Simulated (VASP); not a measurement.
# BiTe5 (F-43m) in VASP: a series of runs

The runs below take BiTe5 through single point, relaxation of cell and atoms, with PBE.

Program: VASP 6.6.1. These are calculated values, not measurements. Logs are shortened: lines on timing, memory, paths and dates and some standing lists are left out, and cuts for length are marked.

### 1 The cell of the first run

The structure is cubic, space group F-43m (No. 216). Conventional cell: a = 9.003 Å, b = 9.003 Å, c = 9.003 Å, α = 90.00°, β = 90.00°, γ = 90.00°. Within 4.9 Å of Bi (site symmetry -43m) lie 16 Te at 3.73 to 3.90 Å. Within 4.9 Å of Te (site symmetry -43m) lie 12 Te at 3.73 Å and 4 Bi at 3.90 Å. Te (site symmetry 3m) has 9 Te at 3.17 to 3.73 Å and 3 Bi at 3.73 Å within 4.2 Å.

The cell was generated, and may not be a known phase.

### 2 Single point, PBE

Input file INCAR:

```
PREC = Accurate
ENCUT = 520
EDIFF = 1E-7
ISMEAR = 0
SIGMA = 0.1
LREAL = F
LASPH = T
NELM = 60
ALGO = Normal
ISIF = 2
LWAVE = F
LCHARG = F
GGA = PE
NBANDS = 32
```

Input file KPOINTS:

```
Automatic mesh
0
Gamma
  8 8 8
```

Input file POSCAR:

```
BiTe5
1.0
    0.0000000000      4.5013807771      4.5013807771
    4.5013807771      0.0000000000      4.5013807771
    4.5013807771      4.5013807771      0.0000000000
Bi Te
1 5
Direct
    0.0000000000      0.0000000000      0.0000000000
    0.2500000000      0.2500000000      0.2500000000
    0.1261837944      0.6246054019      0.6246054019
    0.6246054019      0.6246054019      0.6246054019
    0.6246054019      0.1261837944      0.6246054019
    0.6246054019      0.6246054019      0.1261837944
```

Potentials or basis: VASP PAW PBE potentials, release 64 (Bi_d, Te).

Launch:

```console
$ cat potpaw_PBE.64/Bi_d/POTCAR potpaw_PBE.64/Te/POTCAR > POTCAR
$ mpirun -np 1 vasp_std > vasp.out
```

OUTCAR:

```text
PREC = Accurate
   ENCUT = 520
   EDIFF = 1E-7
   ISMEAR = 0
   LREAL = F
   LASPH = T
   NELM = 60
   ISIF = 2
   GGA = PE

 ion  position               nearest neighbor table
   1  0.000  0.000  0.000-   3 3.73   5 3.73   6 3.73   4 3.73   4 3.73   4 3.73   6 3.73   3 3.73
                             5 3.73   6 3.73   5 3.73   3 3.73
   2  0.250  0.250  0.250-
   3  0.126  0.625  0.625-   4 3.17   5 3.17   6 3.17   5 3.19   6 3.19   4 3.19   1 3.73   1 3.73
                             1 3.73
   4  0.625  0.625  0.625-   3 3.17   5 3.17   6 3.17   3 3.19   5 3.19   6 3.19   1 3.73   1 3.73
                             1 3.73
   5  0.625  0.126  0.625-   3 3.17   4 3.17   6 3.17   3 3.19   6 3.19   4 3.19   1 3.73   1 3.73
                             1 3.73
   6  0.625  0.625  0.126-   3 3.17   4 3.17   5 3.17   5 3.19   3 3.19   4 3.19   1 3.73   1 3.73
                             1 3.73

  LATTYP: Found a face centered cubic cell.
 ALAT       =     9.0027615542

  Lattice vectors:

 A1 = (   0.0000000000,   4.5013807771,   4.5013807771)
 A2 = (   4.5013807771,   0.0000000000,   4.5013807771)
 A3 = (   4.5013807771,   4.5013807771,   0.0000000000)

Analysis of symmetry for initial positions (statically):
=====================================================================
 Subroutine PRICEL returns:
 Original cell was already a primitive cell.

 Routine SETGRP: Setting up the symmetry group for a
 face centered cubic supercell.

 Subroutine GETGRP returns: Found 24 space group operations
 (whereof 24 operations were pure point group operations)
 out of a pool of 48 trial point group operations.

The static configuration has the point symmetry T_d .

Analysis of symmetry for dynamics (positions and initial velocities):
=====================================================================
 Subroutine PRICEL returns:
 Original cell was already a primitive cell.

 Routine SETGRP: Setting up the symmetry group for a
 face centered cubic supercell.

 Subroutine GETGRP returns: Found 24 space group operations
 (whereof 24 operations were pure point group operations)
 out of a pool of 48 trial point group operations.

The dynamic configuration has the point symmetry T_d .

 Subroutine INISYM returns: Found 24 space group operations
 (whereof 24 operations are pure point group operations),
 and found     1 'primitive' translations

----------------------------------------------------------------------------------------

                                     Primitive cell

  volume of cell :     182.4178

  direct lattice vectors                    reciprocal lattice vectors
     0.000000000  4.501380777  4.501380777    -0.111077028  0.111077028  0.111077028
     4.501380777  0.000000000  4.501380777     0.111077028 -0.111077028  0.111077028
     4.501380777  4.501380777  0.000000000     0.111077028  0.111077028 -0.111077028

  length of vectors
     6.365913744  6.365913744  6.365913744     0.192391057  0.192391057  0.192391057

  position of ions in fractional coordinates (direct lattice)
     0.000000000  0.000000000  0.000000000
     0.250000000  0.250000000  0.250000000
     0.126183794  0.624605402  0.624605402
     0.624605402  0.624605402  0.624605402
     0.624605402  0.126183794  0.624605402
     0.624605402  0.624605402  0.126183794

  ion indices of the primitive-cell ions
   primitive index   ion index
                 1           1
                 2           2
                 3           3
                 4           4
                 5           5
                 6           6

----------------------------------------------------------------------------------------

 KPOINTS: Automatic mesh

Automatic generation of k-mesh.
 Grid dimensions read from file:
 generate k-points for:    8    8    8

 Generating k-lattice:

  Cartesian coordinates                     Fractional coordinates (reciprocal lattice)
    -0.013884629  0.013884629  0.013884629     0.125000000  0.000000000  0.000000000
     0.013884629 -0.013884629  0.013884629     0.000000000  0.125000000  0.000000000
     0.013884629  0.013884629 -0.013884629     0.000000000  0.000000000  0.125000000

  Length of vectors
     0.024048882  0.024048882  0.024048882

  Shift w.r.t. Gamma in fractional coordinates (k-lattice)
     0.000000000  0.000000000  0.000000000

 Subroutine IBZKPT returns following result:
 ===========================================

 Found     29 irreducible k-points:

 Following reciprocal coordinates:
            Coordinates               Weight
  0.000000  0.000000  0.000000      1.000000
  0.125000  0.000000  0.000000      8.000000
  0.250000  0.000000  0.000000      8.000000
  0.375000  0.000000  0.000000      8.000000
  0.500000  0.000000  0.000000      4.000000
  0.125000  0.125000  0.000000      6.000000
[... 16 lines left out ...]
  0.500000  0.250000  0.125000     48.000000
 -0.375000  0.250000  0.125000     24.000000
 [... further k-points ...]
   k-points           NKPTS =     29   k-points in BZ     NKDIM =     29   number of bands    NBANDS=     32
   number of dos      NEDOS =    301   number of ions     NIONS =      6
   total plane-waves  NPLWV = 110592
   dimension x,y,z NGX =    48 NGY =   48 NGZ =   48
   dimension x,y,z NGXF=    96 NGYF=   96 NGZF=   96
   ions per type =               1   5
   NGX,Y,Z   is equivalent  to a cutoff of  12.54, 12.54, 12.54 a.u.
   NGXF,Y,Z  is equivalent  to a cutoff of  25.07, 25.07, 25.07 a.u.
 SYSTEM =  unknown system
   PREC   = accura    normal or accurate (medium, high low for compatibility)
   ISTART =      0    job   : 0-new  1-cont  2-samecut
   ICHARG =      2    charge: 1-file 2-atom 10-const
   ISPIN  =      1    spin polarized calculation?
   LNONCOLLINEAR =      F non collinear calculations
   LSORBIT =      F    spin-orbit coupling
   LASPH  =      T    aspherical Exc in radial PAW
   ENCUT  =  520.0 eV  38.22 Ry    6.18 a.u.  11.84 11.84 11.84*2*pi/ulx,y,z
   NELM   =     60;   NELMIN=  2; NELMDL= -5     # of ELM steps
   EDIFF  = 0.1E-06   stopping-criterion for ELM
   LREAL  =      F    real-space projection
   EDIFFG = 0.1E-05   stopping-criterion for IOM
   NSW    =      0    number of steps for IOM
   IBRION =     -1    ionic relax: 0-MD 1-quasi-New 2-CG
   NFREE  =      0    steps in history (QN), initial steepest desc. (CG)
   ISIF   =      2    stress and relaxation
   ISYM   =      2    0-nonsym 1-usesym 2-fastsym
   POTIM  = 0.5000    time-step for ionic-motion
   TEBEG  =    0.0;   TEEND  =   0.0 temperature during run
   PSTRESS=    0.0 pullay stress
   NELECT =      45.0000    total number of electrons
   NUPDOWN=      -1.0000    fix difference up-down
   EMIN   =  10.00;   EMAX   =-10.00  energy-range for DOS
   EFERMI =   0.00;   METHOD = LEGACY
   ISMEAR =     0;   SIGMA  =   0.10  broadening in eV -4-tet -1-fermi 0-gaus
   EFERMI_NEDOS =   21; number of points for ismear=-14 and -15
   IALGO  =     38    algorithm
   IMIX   =      4    mixing-type and parameters
     AMIX     =   0.40;   BMIX     =  1.00
     AMIX_MAG =   1.60;   BMIX_MAG =  1.00
  volume/ion in A,a.u.               =      30.40       205.17
  Fermi-wavevector in a.u.,A,eV,Ry     =   1.026731  1.940240 14.342937  1.054176
  Thomas-Fermi vector in A             =   2.160639
   LORBIT       =      0    0 simple, 1 ext, 2 COOP (PROOUT), +10 PAW based schemes
   GGA     = PE    functional components
   LHFCALC =     F    Hartree Fock is set to
   AEXX    =    0.0000 exact exchange contribution
   IVDW    =     0    specifies the selected vdW correction
   LEPSILON=     F    determine dielectric tensor
   LRPA    =     F    only Hartree local field effects (RPA)
 non-spin polarized calculation
 Gauss-broadening in eV      SIGMA  =   0.10
  energy-cutoff  :      520.00
  volume of cell :      182.42
 maximum number of plane-waves:      4957
   NGX = 23   NGY = 23   NGZ = 23

 number of electron      45.0000003 magnetization

 Free energy of the ion-electron system (eV)
  ---------------------------------------------------
  ext. energy  EPLUGINS =         0.00000000
  ---------------------------------------------------
  free energy    TOTEN  =       -16.67721286 eV

  energy without entropy =      -16.64102245  energy(sigma->0) =      -16.65911765

 E-fermi :   7.2717     XC(G=0):  -9.8638

 val. band max:        7.2613318061   @ k =  -0.2500   0.3750   0.1250
 cond. band min:       7.2768535810   @ k =   0.5000   0.2500   0.1250
 fundamental gap:      0.0155217749
 Fermi energy:         7.2716647830

 k-point     1 :       0.0000    0.0000    0.0000
  band No.  band energies     occupation
      1     -16.1202      2.00000
      2     -16.1202      2.00000
      3     -16.1174      2.00000
      4     -16.1174      2.00000
      5     -16.1174      2.00000
      6      -6.6887      2.00000
[... 24 lines left out ...]
     31      13.2796      0.00000
     32      13.2796      0.00000

 k-point     2 :       0.1250    0.0000    0.0000
  band No.  band energies     occupation
      1     -16.1202      2.00000
      2     -16.1202      2.00000
      3     -16.1174      2.00000
      4     -16.1173      2.00000
      5     -16.1173      2.00000
      6      -6.6196      2.00000
[... 24 lines left out ...]
     31      13.5347      0.00000
     32      13.5349      0.00000

 k-point     3 :       0.2500    0.0000    0.0000
  band No.  band energies     occupation
      1     -16.1202      2.00000
      2     -16.1202      2.00000
      3     -16.1174      2.00000
      4     -16.1173      2.00000
      5     -16.1173      2.00000
      6      -6.4200      2.00000
[... 24 lines left out ...]
     31      13.7998      0.00000
     32      13.8003      0.00000

 k-point     4 :       0.3750    0.0000    0.0000
  band No.  band energies     occupation
      1     -16.1202      2.00000
      2     -16.1202      2.00000
      3     -16.1174      2.00000
      4     -16.1173      2.00000
      5     -16.1173      2.00000
      6      -6.1293      2.00000
[... 24 lines left out ...]
     31      13.1852      0.00000
     32      13.3372      0.00000

 k-point     5 :       0.5000    0.0000    0.0000
  band No.  band energies     occupation
      1     -16.1202      2.00000
      2     -16.1202      2.00000
      3     -16.1174      2.00000
      4     -16.1172      2.00000
      5     -16.1172      2.00000
      6      -5.9361      2.00000
[... 584 lines left out ...]
     31      13.5901      0.00000
     32      13.6391      0.00000

 k-point    22 :       0.3750    0.2500    0.1250
  band No.  band energies     occupation
      1     -16.1203      2.00000
      2     -16.1201      2.00000
      3     -16.1174      2.00000
      4     -16.1172      2.00000
      5     -16.1172      2.00000
      6      -6.2427      2.00000
[... 24 lines left out ...]
     31      13.2386      0.00000
     32      13.9665      0.00000

 k-point    23 :       0.5000    0.2500    0.1250
  band No.  band energies     occupation
      1     -16.1203      2.00000
      2     -16.1202      2.00000
      3     -16.1174      2.00000
      4     -16.1172      2.00000
      5     -16.1172      2.00000
      6      -5.9542      2.00000
[... 24 lines left out ...]
     31      13.0896      0.00000
     32      13.5660      0.00000

 k-point    24 :      -0.3750    0.2500    0.1250
  band No.  band energies     occupation
      1     -16.1203      2.00000
      2     -16.1202      2.00000
      3     -16.1174      2.00000
      4     -16.1172      2.00000
      5     -16.1172      2.00000
      6      -5.7552      2.00000
[... 24 lines left out ...]
     31      12.8639      0.00000
     32      13.1756      0.00000

 [... further k-points ...]

------------------------ aborting loop because EDIFF is reached ----------------------------------------

  FORCE on cell =-STRESS in cart. coord.  units (eV):
  Direction    XX          YY          ZZ          XY          YZ          ZX
  --------------------------------------------------------------------------------------
  -------------------------------------------------------------------------------------
  Total       -0.0947539     -0.0947539     -0.0947539     -0.0000000     -0.0000000      0.0000000
  in kB       -0.8322247     -0.8322247     -0.8322247     -0.0000000     -0.0000000      0.0000000
  external PRESSURE =      -0.8322247 kB  Pullay stress =       0.0000000 kB

 VOLUME and BASIS-vectors are now :
 -----------------------------------------------------------------------------
  energy-cutoff  :      520.00
  volume of cell :      182.42
      direct lattice vectors                 reciprocal lattice vectors
     0.000000000  4.501380777  4.501380777    -0.111077028  0.111077028  0.111077028
     4.501380777  0.000000000  4.501380777     0.111077028 -0.111077028  0.111077028
     4.501380777  4.501380777  0.000000000     0.111077028  0.111077028 -0.111077028

 POSITION                                       TOTAL-FORCE (eV/Angst)
 -----------------------------------------------------------------------------------
      0.00000      0.00000      0.00000         0.000000      0.000000      0.000000
      2.25069      2.25069      2.25069         0.000000      0.000000      0.000000
      5.62317      3.37959      3.37959        -0.002019      0.002019      0.002019
      5.62317      5.62317      5.62317        -0.002019     -0.002019     -0.002019
      3.37959      5.62317      3.37959         0.002019     -0.002019      0.002019
      3.37959      3.37959      5.62317         0.002019      0.002019     -0.002019
 -----------------------------------------------------------------------------------
    total drift:                               -0.000000     -0.000000     -0.000000

  FREE ENERGIE OF THE ION-ELECTRON SYSTEM (eV)
  ---------------------------------------------------
  free  energy   TOTEN  =       -16.6772128562 eV

  energy  without entropy=      -16.6410224519  energy(sigma->0) =      -16.65911765
```

Wall time 98 s (1 thread of Intel Xeon 6975P-C (Granite Rapids), shared host); peak memory 0.39 GiB.

What came out:

| Item | Value |
| --- | --- |
| Free energy | -16.6772 eV |
| Pressure | -0.1 GPa |
| Largest force | 0.003 eV/Å |
| Band gap on the k mesh | zero (an odd number of electrons rules out a gap without spin polarisation) |

Forces on the atoms (eV/Å):
```
Bi   0.000  0.000  0.000
Te   0.000  0.000  0.000
Te  -0.002  0.002  0.002
Te  -0.002 -0.002 -0.002
Te   0.002 -0.002  0.002
Te   0.002  0.002 -0.002
```

Caveat: spin-orbit coupling is left out, which moves the levels of the heavy elements; an odd number of electrons without spin polarisation forces a metal; a magnetic or distorted state may lie lower.

(Continued in part 2 of 2.)
